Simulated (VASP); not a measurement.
# Rh (P-1) in VASP: single point with PBE

Aim: the single point of Rh with PBE.

Program: VASP 6.6.1. These are calculated values, not measurements. Logs are shortened: lines on timing, memory, paths and dates and some standing lists are left out, and cuts for length are marked.

## 1. The cell of the first run

The typed cell holds 3 atoms: a = 6.831 Å, b = 8.395 Å, c = 2.773 Å, α = 59.69°, β = 35.14°, γ = 90.00°.

## 2. Single point, PBE

INCAR

```
ALGO = Fast
EDIFF = 1E-7
ENCUT = 520
GGA = PE
ISIF = 2
ISMEAR = 0
LASPH = True
LCHARG = False
LREAL = False
LWAVE = False
NBANDS = 30
NELM = 100
PREC = Accurate
SIGMA = 0.1
```

KPOINTS

```
k-points
0
Gamma
  5 4 44
```

POSCAR

```
Rh
1.0
    6.8306011933      0.0000058360     -0.0424050744
    0.0000071722      8.3946362803      0.0023106209
    2.2721921432      1.3993153218      0.7537319858
Rh
3
Direct
    0.0000000000      0.6666666667      0.0000000000
    0.0000000000      0.3333333333      0.0000000000
    0.0000000000      0.0000000000      0.0000000000
```

Potentials or basis: VASP PAW PBE potentials, release 64 (Rh_pv).

The run is started by

```bash
$ cat potpaw_PBE.64/Rh_pv/POTCAR > POTCAR
$ mpirun -np 1 vasp_std > vasp.out
```

OUTCAR:

```text
EDIFF = 1E-7
   ENCUT = 520
   GGA = PE
   ISIF = 2
   ISMEAR = 0
   LASPH = True
   LREAL = False
   NELM = 100
   PREC = Accurate

 ion  position               nearest neighbor table
   1  0.000  0.667  0.000-   3 2.77   2 2.77   3 2.80   2 2.80
   2  0.000  0.333  0.000-   3 2.77   1 2.77   3 2.80   1 2.80
   3  0.000  0.000  0.000-   1 2.77   2 2.77   2 2.80   1 2.80

  LATTYP: Found a triclinic cell.
 ALAT       =     2.7729140650
 B/A-ratio  =     2.9538972339
 C/A-ratio  =     3.0273699082
 COS(alpha) =     0.0003066144
 COS(beta)  =     0.5047126026
 COS(gamma) =     0.8320170374

  Lattice vectors:

 A1 = (  -2.2721921432,  -1.3993153218,  -0.7537319858)
 A2 = (  -6.8025444937,  -0.0012498145,  -4.5624863683)
 A3 = (  -0.0000071722,  -8.3946362803,  -0.0023106209)

Analysis of symmetry for initial positions (statically):
=====================================================================
 Subroutine PRICEL returns following result:

  LATTYP: Found a triclinic cell.
 ALAT       =     4.7876437931
 B/A-ratio  =     0.5791813645
 C/A-ratio  =     0.8212956528
 COS(alpha) =     0.0101235127
 COS(beta)  =     0.4277790842
 COS(gamma) =     0.8633756702

  Lattice vectors:

 A1 = (  -4.5443818957,  -0.0004185504,  -1.5066937646)
 A2 = (  -2.2721921432,  -1.3993153218,  -0.7537319858)
 A3 = (  -2.2862169069,   2.7986248076,   1.5498690460)

   3 primitive cells build up your supercell.

 Routine SETGRP: Setting up the symmetry group for a
 triclinic supercell.

 Subroutine GETGRP returns: Found  2 space group operations
 (whereof  2 operations were pure point group operations)
 out of a pool of  2 trial point group operations.

The static configuration has the point symmetry S_2 .

Analysis of symmetry for dynamics (positions and initial velocities):
=====================================================================
 Subroutine PRICEL returns following result:

  LATTYP: Found a triclinic cell.
 ALAT       =     4.7876437931
 B/A-ratio  =     0.5791813645
 C/A-ratio  =     0.8212956528
 COS(alpha) =     0.0101235127
 COS(beta)  =     0.4277790842
 COS(gamma) =     0.8633756702

  Lattice vectors:

 A1 = (  -4.5443818957,  -0.0004185504,  -1.5066937646)
 A2 = (  -2.2721921432,  -1.3993153218,  -0.7537319858)
 A3 = (  -2.2862169069,   2.7986248076,   1.5498690460)

   3 primitive cells build up your supercell.

 Routine SETGRP: Setting up the symmetry group for a
 triclinic supercell.

 Subroutine GETGRP returns: Found  2 space group operations
 (whereof  2 operations were pure point group operations)
 out of a pool of  2 trial point group operations.

The dynamic configuration has the point symmetry S_2 .

 Subroutine INISYM returns: Found  2 space group operations
 (whereof  2 operations are pure point group operations),
 and found     3 'primitive' translations

----------------------------------------------------------------------------------------

                                     Primitive cell

  volume of cell :      14.6687

  direct lattice vectors                    reciprocal lattice vectors
    -4.544381896 -0.000418550 -1.506693765    -0.004045520  0.357550409 -0.651602394
    -2.272192143 -1.399315322 -0.753731986    -0.287416441 -0.714980523  0.867083516
    -2.286216907  2.798624808  1.549869046    -0.143709125 -0.000119183  0.433445211

  length of vectors
     4.787643793  2.772914065  3.932071034     0.743265996  1.160016889  0.456647652

  position of ions in fractional coordinates (direct lattice)
     0.000000000  0.999999999  0.000000000

  ion indices of the primitive-cell ions
   primitive index   ion index
                 1           1

----------------------------------------------------------------------------------------

 KPOINTS: k-points

Automatic generation of k-mesh.
 Grid dimensions read from file:
 generate k-points for:    5    4   44

 Generating k-lattice:

  Cartesian coordinates                     Fractional coordinates (reciprocal lattice)
     0.028741825  0.000023837 -0.086689042     0.200000000  0.000000000  0.000000000
    -0.000337127  0.029795867 -0.054300200     0.000000000  0.250000000 -0.000000000
     0.000183846 -0.000008151  0.029613902     0.000000000  0.000000000  0.022727273

  Length of vectors
     0.091329530  0.061938833  0.029614474

  Shift w.r.t. Gamma in fractional coordinates (k-lattice)
     0.000000000  0.000000000  0.000000000

 Subroutine IBZKPT returns following result:
 ===========================================

 Found    442 irreducible k-points:

 Following reciprocal coordinates:
            Coordinates               Weight
  0.000000  0.000000  0.000000      1.000000
  0.200000 -0.000000  0.000000      2.000000
  0.400000 -0.000000  0.000000      2.000000
  0.000000  0.250000  0.000000      2.000000
  0.200000  0.250000  0.000000      2.000000
  0.400000  0.250000  0.000000      2.000000
[... 16 lines left out ...]
  0.200000  0.500000  0.022727      2.000000
  0.400000  0.500000  0.022727      2.000000
 [... further k-points ...]
   k-points           NKPTS =    442   k-points in BZ     NKDIM =    442   number of bands    NBANDS=     30
   number of dos      NEDOS =    301   number of ions     NIONS =      3
   total plane-waves  NPLWV =  82944
   dimension x,y,z NGX =    54 NGY =   64 NGZ =   24
   dimension x,y,z NGXF=   108 NGYF=  128 NGZF=   48
   ions per type =               3
   NGX,Y,Z   is equivalent  to a cutoff of  13.14, 12.67, 14.39 a.u.
   NGXF,Y,Z  is equivalent  to a cutoff of  26.28, 25.35, 28.78 a.u.
 SYSTEM =  unknown system
   PREC   = accura    normal or accurate (medium, high low for compatibility)
   ISTART =      0    job   : 0-new  1-cont  2-samecut
   ICHARG =      2    charge: 1-file 2-atom 10-const
   ISPIN  =      1    spin polarized calculation?
   LNONCOLLINEAR =      F non collinear calculations
   LSORBIT =      F    spin-orbit coupling
   LASPH  =      T    aspherical Exc in radial PAW
   ENCUT  =  520.0 eV  38.22 Ry    6.18 a.u.  12.70 15.61  5.16*2*pi/ulx,y,z
   NELM   =    100;   NELMIN=  2; NELMDL= -5     # of ELM steps
   EDIFF  = 0.1E-06   stopping-criterion for ELM
   LREAL  =      F    real-space projection
   EDIFFG = 0.1E-05   stopping-criterion for IOM
   NSW    =      0    number of steps for IOM
   IBRION =     -1    ionic relax: 0-MD 1-quasi-New 2-CG
   NFREE  =      0    steps in history (QN), initial steepest desc. (CG)
   ISIF   =      2    stress and relaxation
   ISYM   =      2    0-nonsym 1-usesym 2-fastsym
   POTIM  = 0.5000    time-step for ionic-motion
   TEBEG  =    0.0;   TEEND  =   0.0 temperature during run
   PSTRESS=    0.0 pullay stress
   NELECT =      45.0000    total number of electrons
   NUPDOWN=      -1.0000    fix difference up-down
   EMIN   =  10.00;   EMAX   =-10.00  energy-range for DOS
   EFERMI =   0.00;   METHOD = LEGACY
   ISMEAR =     0;   SIGMA  =   0.10  broadening in eV -4-tet -1-fermi 0-gaus
   EFERMI_NEDOS =   21; number of points for ismear=-14 and -15
   IALGO  =     68    algorithm
   IMIX   =      4    mixing-type and parameters
     AMIX     =   0.40;   BMIX     =  1.00
     AMIX_MAG =   1.60;   BMIX_MAG =  1.00
  volume/ion in A,a.u.               =      14.67        98.99
  Fermi-wavevector in a.u.,A,eV,Ry     =   1.649332  3.116786 37.011889  2.720297
  Thomas-Fermi vector in A             =   2.738470
   LORBIT       =      0    0 simple, 1 ext, 2 COOP (PROOUT), +10 PAW based schemes
   GGA     = PE    functional components
   LHFCALC =     F    Hartree Fock is set to
   AEXX    =    0.0000 exact exchange contribution
   IVDW    =     0    specifies the selected vdW correction
   LEPSILON=     F    determine dielectric tensor
   LRPA    =     F    only Hartree local field effects (RPA)
 non-spin polarized calculation
 RMM-DIIS sequential band-by-band and
 Gauss-broadening in eV      SIGMA  =   0.10
  energy-cutoff  :      520.00
  volume of cell :       44.01
 maximum number of plane-waves:      1202
 NGX is ok and might be reduce to    54
   NGX = 25   NGY = 31   NGZ = 11

 number of electron      44.9999999 magnetization

 Free energy of the ion-electron system (eV)
  ---------------------------------------------------
  ext. energy  EPLUGINS =         0.00000000
  ---------------------------------------------------
  free energy    TOTEN  =       -21.66015193 eV

  energy without entropy =      -21.63832331  energy(sigma->0) =      -21.64923762

 E-fermi :  10.7467     XC(G=0): -13.6162

 val. band max:       10.7452607631   @ k =   0.0000  -0.2500   0.3636
 cond. band min:      10.7485847931   @ k =   0.2000   0.5000   0.2273
 fundamental gap:      0.0033240300
 Fermi energy:        10.7467016981

 k-point     1 :       0.0000    0.0000    0.0000
  band No.  band energies     occupation
      1     -35.9536      2.00000
      2     -35.9536      2.00000
      3     -35.8924      2.00000
      4     -35.8924      2.00000
      5     -35.6504      2.00000
      6     -35.6504      2.00000
[... 22 lines left out ...]
     29      20.0186      0.00000
     30      21.9692      0.00000

 k-point     2 :       0.2000   -0.0000    0.0000
  band No.  band energies     occupation
      1     -36.0310      2.00000
      2     -36.0175      2.00000
      3     -35.7344      2.00000
      4     -35.7153      2.00000
      5     -35.6965      2.00000
      6     -35.6703      2.00000
[... 22 lines left out ...]
     29      23.3529      0.00000
     30      24.1597      0.00000

 k-point     3 :       0.4000   -0.0000    0.0000
  band No.  band energies     occupation
      1     -36.0899      2.00000
      2     -35.9035      2.00000
      3     -35.8792      2.00000
      4     -35.6537      2.00000
      5     -35.6451      2.00000
      6     -35.6319      2.00000
[... 22 lines left out ...]
     29      23.3726      0.00000
     30      26.4118      0.00000

 k-point     4 :       0.0000    0.2500    0.0000
  band No.  band energies     occupation
      1     -36.0312      2.00000
      2     -35.9854      2.00000
      3     -35.7803      2.00000
      4     -35.7593      2.00000
      5     -35.7047      2.00000
      6     -35.6189      2.00000
[... 616 lines left out ...]
     29      23.5827      0.00000
     30      23.9945      0.00000

 k-point    23 :       0.2000    0.5000    0.0227
  band No.  band energies     occupation
      1     -36.0214      2.00000
      2     -36.0099      2.00000
      3     -35.7487      2.00000
      4     -35.7019      2.00000
      5     -35.7002      2.00000
      6     -35.6969      2.00000
[... 22 lines left out ...]
     29      22.7314      0.00000
     30      23.7653      0.00000

 k-point    24 :       0.4000    0.5000    0.0227
  band No.  band energies     occupation
      1     -36.0849      2.00000
      2     -36.0191      2.00000
      3     -35.6961      2.00000
      4     -35.6955      2.00000
      5     -35.6807      2.00000
      6     -35.6222      2.00000
[... 22 lines left out ...]
     29      20.0731      0.00000
     30      26.4195      0.00000

 [... further k-points ...]
[... 5 lines left out ...]
  --------------------------------------------------------------------------------------
  -------------------------------------------------------------------------------------
  Total       -3.9744991     -3.7375542      0.0007392     -0.0066381     -0.0012264      0.0218388
  in kB     -144.7039813   -136.0772688      0.0269129     -0.2416793     -0.0446525      0.7951102
  external PRESSURE =     -93.5847790 kB  Pullay stress =       0.0000000 kB

 VOLUME and BASIS-vectors are now :
 -----------------------------------------------------------------------------
  energy-cutoff  :      520.00
  volume of cell :       44.01
      direct lattice vectors                 reciprocal lattice vectors
     6.830601193  0.000005836 -0.042405074     0.143709125  0.000119183 -0.433445211
     0.000007172  8.394636280  0.002310621    -0.001348507  0.119183470 -0.217200798
     2.272192143  1.399315322  0.753731986     0.008089231 -0.000358660  1.303011695

 POSITION                                       TOTAL-FORCE (eV/Angst)
 -----------------------------------------------------------------------------------
      0.00000      5.59642      0.00154        -0.000000      0.000000     -0.000000
      0.00000      2.79821      0.00077         0.000000     -0.000000      0.000000
      0.00000      0.00000      0.00000        -0.000000      0.000000     -0.000000
 -----------------------------------------------------------------------------------
    total drift:                                0.000000      0.000000     -0.000000

  FREE ENERGIE OF THE ION-ELECTRON SYSTEM (eV)
  ---------------------------------------------------
  free  energy   TOTEN  =       -21.6601519333 eV

  energy  without entropy=      -21.6383233081  energy(sigma->0) =      -21.64923762
```

Run time: 31 min. Hardware: 1 thread of Intel Xeon Platinum 8259CL at 2.50GHz (Skylake/Cascade Lake), shared host; peak memory 0.59 GiB.

Results:

| Quantity | Value |
| --- | --- |
| Free energy | -21.6602 eV |
| Pressure | -9.4 GPa |

Stress tensor (GPa, compression positive):
```
-14.47  -0.02   0.08
 -0.02 -13.61   0.00
  0.08   0.00   0.00
```

Levels at points of the mesh, in eV from the Fermi level:
| k point | band 20 | band 21 | band 22 | band 23 | band 24 | band 25 | band 26 | band 27 |
| --- | --- | --- | --- | --- | --- | --- | --- | --- |
| (0.00, 0.00, 0.00) | -1.23 | -1.23 | -1.07 | -0.69 | -0.06 | -0.06 | 6.80 | 6.80 |
| (0.00, 0.50, 0.00) | -1.67 | -1.67 | 0.26 | 0.26 | 0.46 | 0.73 | 1.02 | 2.97 |
| (0.00, 0.00, 0.50) | -0.33 | -0.33 | 0.42 | 0.88 | 0.96 | 2.87 | 2.87 | 3.69 |
| (0.00, 0.50, 0.50) | -0.34 | -0.34 | 0.46 | 0.73 | 1.02 | 2.96 | 2.96 | 2.98 |

Caveat: the k points lie up to 0.57 Å⁻¹ apart.
